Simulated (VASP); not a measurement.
# C (P23) in VASP: single point with PBE

Aim: the single point of C with PBE.

Program: VASP 6.6.1. These are calculated values, not measurements. Logs are shortened: lines on timing, memory, paths and dates and some standing lists are left out, and cuts for length are marked.

### Step 1. The cell of the first run

The typed cell holds 12 atoms: a = 4.453 Å, b = 4.453 Å, c = 4.453 Å, α = 90.00°, β = 90.00°, γ = 90.00°.

### Step 2. Single point, PBE

Input file INCAR:

```
ALGO = Normal
EDIFF = 1E-6
ENCUT = 520
GGA = PE
ISIF = 2
ISMEAR = 0
LASPH = T
LCHARG = T
LELF = T
LREAL = F
LVHAR = T
LWAVE = F
NBANDS = 36
NELM = 100
PREC = Accurate
SIGMA = 0.1
```

Input file KPOINTS:

```
k-points
0
Gamma
  4 4 4
```

Input file POSCAR:

```
C
1.0
    4.4528494528      0.0000000000      0.0000000000
    0.0000000000      4.4528494528      0.0000000000
    0.0000000000      0.0000000000      4.4528494528
C
12
Direct
    0.8828301062      0.3829276810      0.7499689958
    0.6170723190      0.2500310042      0.8828301062
    0.7499689958      0.1171698938      0.6170723190
    0.3829276810      0.7499689958      0.8828301062
    0.3829276810      0.2500310042      0.1171698938
    0.1171698938      0.6170723190      0.7499689958
    0.7499689958      0.8828301062      0.3829276810
    0.1171698938      0.3829276810      0.2500310042
    0.2500310042      0.8828301062      0.6170723190
    0.6170723190      0.7499689958      0.1171698938
    0.2500310042      0.1171698938      0.3829276810
    0.8828301062      0.6170723190      0.2500310042
```

Potentials or basis: VASP PAW PBE potentials, release 64 (C).

On the command line:

```sh
$ cat potpaw_PBE.64/C/POTCAR > POTCAR
$ mpirun -np 1 vasp_std > vasp.out
```

OUTCAR:

```text
EDIFF = 1E-6
   ENCUT = 520
   GGA = PE
   ISIF = 2
   ISMEAR = 0
   LASPH = T
   LREAL = F
   NELM = 100
   PREC = Accurate

 ion  position               nearest neighbor table
   1  0.883  0.383  0.750-   2 1.45   3 1.45   6 1.48
   2  0.617  0.250  0.883-   1 1.45   3 1.45   5 1.48
   3  0.750  0.117  0.617-   1 1.45   2 1.45   7 1.48
   4  0.383  0.750  0.883-   6 1.45   9 1.45  10 1.48
   5  0.383  0.250  0.117-   8 1.45  11 1.45   2 1.48
   6  0.117  0.617  0.750-   4 1.45   9 1.45   1 1.48
   7  0.750  0.883  0.383-  10 1.45  12 1.45   3 1.48
   8  0.117  0.383  0.250-   5 1.45  11 1.45  12 1.48
   9  0.250  0.883  0.617-   4 1.45   6 1.45  11 1.48
  10  0.617  0.750  0.117-   7 1.45  12 1.45   4 1.48
  11  0.250  0.117  0.383-   5 1.45   8 1.45   9 1.48
  12  0.883  0.617  0.250-   7 1.45  10 1.45   8 1.48

  LATTYP: Found a simple cubic cell.
 ALAT       =     4.4528494528

  Lattice vectors:

 A1 = (   4.4528494528,   0.0000000000,   0.0000000000)
 A2 = (   0.0000000000,   4.4528494528,   0.0000000000)
 A3 = (   0.0000000000,   0.0000000000,   4.4528494528)

Analysis of symmetry for initial positions (statically):
=====================================================================
 Subroutine PRICEL returns:
 Original cell was already a primitive cell.

 Routine SETGRP: Setting up the symmetry group for a
 simple cubic supercell.

 Subroutine GETGRP returns: Found 12 space group operations
 (whereof 12 operations were pure point group operations)
 out of a pool of 48 trial point group operations.

The static configuration has the point symmetry T   .

Analysis of symmetry for dynamics (positions and initial velocities):
=====================================================================
 Subroutine PRICEL returns:
 Original cell was already a primitive cell.

 Routine SETGRP: Setting up the symmetry group for a
 simple cubic supercell.

 Subroutine GETGRP returns: Found 12 space group operations
 (whereof 12 operations were pure point group operations)
 out of a pool of 48 trial point group operations.

The dynamic configuration has the point symmetry T   .

 Subroutine INISYM returns: Found 12 space group operations
 (whereof 12 operations are pure point group operations),
 and found     1 'primitive' translations

----------------------------------------------------------------------------------------

                                     Primitive cell

  volume of cell :      88.2905

  direct lattice vectors                    reciprocal lattice vectors
     4.452849453  0.000000000  0.000000000     0.224575300  0.000000000  0.000000000
     0.000000000  4.452849453  0.000000000     0.000000000  0.224575300  0.000000000
     0.000000000  0.000000000  4.452849453     0.000000000  0.000000000  0.224575300

  length of vectors
     4.452849453  4.452849453  4.452849453     0.224575300  0.224575300  0.224575300

  position of ions in fractional coordinates (direct lattice)
     0.882830106  0.382927681  0.749968996
     0.617072319  0.250031004  0.882830106
     0.749968996  0.117169894  0.617072319
     0.382927681  0.749968996  0.882830106
     0.382927681  0.250031004  0.117169894
     0.117169894  0.617072319  0.749968996
     0.749968996  0.882830106  0.382927681
     0.117169894  0.382927681  0.250031004
     0.250031004  0.882830106  0.617072319
     0.617072319  0.749968996  0.117169894
     0.250031004  0.117169894  0.382927681
     0.882830106  0.617072319  0.250031004

  ion indices of the primitive-cell ions
   primitive index   ion index
                 1           1
                 2           2
                 3           3
                 4           4
                 5           5
                 6           6
                 7           7
                 8           8
                 9           9
                10          10
                11          11
                12          12

----------------------------------------------------------------------------------------

 KPOINTS: k-points

Automatic generation of k-mesh.
 Grid dimensions read from file:
 generate k-points for:    4    4    4

 Generating k-lattice:

  Cartesian coordinates                     Fractional coordinates (reciprocal lattice)
     0.056143825  0.000000000  0.000000000     0.250000000  0.000000000  0.000000000
     0.000000000  0.056143825  0.000000000     0.000000000  0.250000000  0.000000000
     0.000000000  0.000000000  0.056143825     0.000000000  0.000000000  0.250000000

  Length of vectors
     0.056143825  0.056143825  0.056143825

  Shift w.r.t. Gamma in fractional coordinates (k-lattice)
     0.000000000  0.000000000  0.000000000

 Subroutine IBZKPT returns following result:
 ===========================================

 Found     11 irreducible k-points:

 Following reciprocal coordinates:
            Coordinates               Weight
  0.000000  0.000000  0.000000      1.000000
  0.250000  0.000000  0.000000      6.000000
  0.500000  0.000000  0.000000      3.000000
  0.250000  0.250000  0.000000     12.000000
  0.500000  0.250000  0.000000      6.000000
 -0.250000  0.500000  0.000000      6.000000
  0.500000  0.500000  0.000000      3.000000
  0.250000  0.250000  0.250000      8.000000
  0.500000  0.250000  0.250000     12.000000
  0.500000  0.500000  0.250000      6.000000
  0.500000  0.500000  0.500000      1.000000
   k-points           NKPTS =     11   k-points in BZ     NKDIM =     11   number of bands    NBANDS=     36
   number of dos      NEDOS =    301   number of ions     NIONS =     12
   total plane-waves  NPLWV =  46656
   dimension x,y,z NGX =    36 NGY =   36 NGZ =   36
   dimension x,y,z NGXF=    72 NGYF=   72 NGZF=   72
   ions per type =              12
   NGX,Y,Z   is equivalent  to a cutoff of  13.44, 13.44, 13.44 a.u.
   NGXF,Y,Z  is equivalent  to a cutoff of  26.88, 26.88, 26.88 a.u.
 SYSTEM =  unknown system
   PREC   = accura    normal or accurate (medium, high low for compatibility)
   ISTART =      0    job   : 0-new  1-cont  2-samecut
   ICHARG =      2    charge: 1-file 2-atom 10-const
   ISPIN  =      1    spin polarized calculation?
   LNONCOLLINEAR =      F non collinear calculations
   LSORBIT =      F    spin-orbit coupling
   LASPH  =      T    aspherical Exc in radial PAW
   ENCUT  =  520.0 eV  38.22 Ry    6.18 a.u.   8.28  8.28  8.28*2*pi/ulx,y,z
   NELM   =    100;   NELMIN=  2; NELMDL= -5     # of ELM steps
   EDIFF  = 0.1E-05   stopping-criterion for ELM
   LREAL  =      F    real-space projection
   EDIFFG = 0.1E-04   stopping-criterion for IOM
   NSW    =      0    number of steps for IOM
   IBRION =     -1    ionic relax: 0-MD 1-quasi-New 2-CG
   NFREE  =      0    steps in history (QN), initial steepest desc. (CG)
   ISIF   =      2    stress and relaxation
   ISYM   =      2    0-nonsym 1-usesym 2-fastsym
   POTIM  = 0.5000    time-step for ionic-motion
   TEBEG  =    0.0;   TEEND  =   0.0 temperature during run
   PSTRESS=    0.0 pullay stress
   NELECT =      48.0000    total number of electrons
   NUPDOWN=      -1.0000    fix difference up-down
   EMIN   =  10.00;   EMAX   =-10.00  energy-range for DOS
   EFERMI =   0.00;   METHOD = LEGACY
   ISMEAR =     0;   SIGMA  =   0.10  broadening in eV -4-tet -1-fermi 0-gaus
   EFERMI_NEDOS =   21; number of points for ismear=-14 and -15
   IALGO  =     38    algorithm
   IMIX   =      4    mixing-type and parameters
     AMIX     =   0.40;   BMIX     =  1.00
     AMIX_MAG =   1.60;   BMIX_MAG =  1.00
  volume/ion in A,a.u.               =       7.36        49.65
  Fermi-wavevector in a.u.,A,eV,Ry     =   1.336136  2.524930 24.289918  1.785259
  Thomas-Fermi vector in A             =   2.464786
   LORBIT       =      0    0 simple, 1 ext, 2 COOP (PROOUT), +10 PAW based schemes
   GGA     = PE    functional components
   LHFCALC =     F    Hartree Fock is set to
   AEXX    =    0.0000 exact exchange contribution
   IVDW    =     0    specifies the selected vdW correction
   LEPSILON=     F    determine dielectric tensor
   LRPA    =     F    only Hartree local field effects (RPA)
 non-spin polarized calculation
 Gauss-broadening in eV      SIGMA  =   0.10
  energy-cutoff  :      520.00
  volume of cell :       88.29
 maximum number of plane-waves:      2408
 NGX is ok and might be reduce to    36
   NGX = 17   NGY = 17   NGZ = 17

 number of electron      47.9999996 magnetization

 Free energy of the ion-electron system (eV)
  ---------------------------------------------------
  ext. energy  EPLUGINS =         0.00000000
  ---------------------------------------------------
  free energy    TOTEN  =       -87.70397735 eV

  energy without entropy =      -87.67899263  energy(sigma->0) =      -87.69148499

 E-fermi :   7.3420     XC(G=0): -11.8061

 val. band max:        7.3262741566   @ k =   0.5000   0.2500   0.2500
 cond. band min:       7.5255716315   @ k =   0.2500   0.0000   0.0000
 fundamental gap:      0.1992974748
 Fermi energy:         7.3420489821

 k-point     1 :       0.0000    0.0000    0.0000
  band No.  band energies     occupation
      1     -13.8349      2.00000
      2     -11.0702      2.00000
      3     -11.0702      2.00000
      4     -11.0702      2.00000
      5      -7.8211      2.00000
      6      -7.8211      2.00000
[... 28 lines left out ...]
     35      14.3007      0.00000
     36      15.0348      0.00000

 k-point     2 :       0.2500    0.0000    0.0000
  band No.  band energies     occupation
      1     -13.5564      2.00000
      2     -11.7104      2.00000
      3     -11.0437      2.00000
      4     -11.0426      2.00000
      5      -7.5087      2.00000
      6      -7.2013      2.00000
[... 343 lines left out ...]
 k-point    11 :       0.5000    0.5000    0.5000
  band No.  band energies     occupation
      1     -11.9334      2.00000
      2     -11.9334      2.00000
      3     -11.9334      2.00000
      4     -11.2208      2.00000
      5      -7.8504      2.00000
      6      -7.8504      2.00000
[... 28 lines left out ...]
     35      14.7279      0.00000
     36      14.7442      0.00000

------------------------ aborting loop because EDIFF is reached ----------------------------------------

  FORCE on cell =-STRESS in cart. coord.  units (eV):
  Direction    XX          YY          ZZ          XY          YZ          ZX
  --------------------------------------------------------------------------------------
  -------------------------------------------------------------------------------------
  Total        0.0494827      0.0494827      0.0494827     -0.0000000     -0.0000000      0.0000000
  in kB        0.8979461      0.8979461      0.8979461     -0.0000000     -0.0000000      0.0000000
  external PRESSURE =       0.8979461 kB  Pullay stress =       0.0000000 kB

 VOLUME and BASIS-vectors are now :
 -----------------------------------------------------------------------------
  energy-cutoff  :      520.00
  volume of cell :       88.29
      direct lattice vectors                 reciprocal lattice vectors
     4.452849453  0.000000000  0.000000000     0.224575300  0.000000000  0.000000000
     0.000000000  4.452849453  0.000000000     0.000000000  0.224575300  0.000000000
     0.000000000  0.000000000  4.452849453     0.000000000  0.000000000  0.224575300

 POSITION                                       TOTAL-FORCE (eV/Angst)
 -----------------------------------------------------------------------------------
      3.93111      1.70512      3.33950         0.058706      0.054062      0.000243
      2.74773      1.11335      3.93111        -0.054062     -0.000243      0.058706
      3.33950      0.52174      2.74773         0.000243     -0.058706     -0.054062
      1.70512      3.33950      3.93111         0.054062      0.000243      0.058706
      1.70512      1.11335      0.52174         0.054062     -0.000243     -0.058706
      0.52174      2.74773      3.33950        -0.058706     -0.054062      0.000243
      3.33950      3.93111      1.70512         0.000243      0.058706      0.054062
      0.52174      1.70512      1.11335        -0.058706      0.054062     -0.000243
      1.11335      3.93111      2.74773        -0.000243      0.058706     -0.054062
      2.74773      3.33950      0.52174        -0.054062      0.000243     -0.058706
      1.11335      0.52174      1.70512        -0.000243     -0.058706      0.054062
      3.93111      2.74773      1.11335         0.058706     -0.054062     -0.000243
 -----------------------------------------------------------------------------------
    total drift:                               -0.000000      0.000000      0.000000

  FREE ENERGIE OF THE ION-ELECTRON SYSTEM (eV)
  ---------------------------------------------------
  free  energy   TOTEN  =       -87.7039773477 eV

  energy  without entropy=      -87.6789926326  energy(sigma->0) =      -87.69148499
```

It took 19 s on 1 thread of Intel Xeon Platinum 8488C (Sapphire Rapids), shared host; peak memory 0.19 GiB.

Results:

```
Free energy            : -87.7040 eV
Pressure               : 0.1 GPa
Largest force          : 0.080 eV/Å
Band gap on the k mesh : zero (band 24 reaches 7.33 eV, above the bottom of band 25 at 6.95 eV)
```

Forces in eV/Å, atoms in the order of the input:
```
C    0.059  0.054  0.000
C   -0.054  0.000  0.059
C    0.000 -0.059 -0.054
C    0.054  0.000  0.059
C    0.054  0.000 -0.059
C   -0.059 -0.054  0.000
C    0.000  0.059  0.054
C   -0.059  0.054  0.000
C    0.000  0.059 -0.054
C   -0.054  0.000 -0.059
C    0.000 -0.059  0.054
C    0.059 -0.054  0.000
```

Levels at points of the mesh, in eV from the Fermi level:
```
           k point  band 21  band 22  band 23  band 24  band 25  band 26  band 27  band 28
(0.00, 0.00, 0.00)    -4.75    -4.75    -0.40    -0.40    -0.40     2.28     2.28     3.94
(0.50, 0.00, 0.00)    -4.12    -3.09    -1.63    -1.63     0.78     0.90     1.46     2.66
(0.50, 0.50, 0.00)    -3.85    -3.22    -0.30    -0.30     0.21     0.83     0.84     2.12
(0.50, 0.50, 0.50)    -3.39    -3.39    -0.48    -0.48     1.51     1.51     1.51     1.56
```
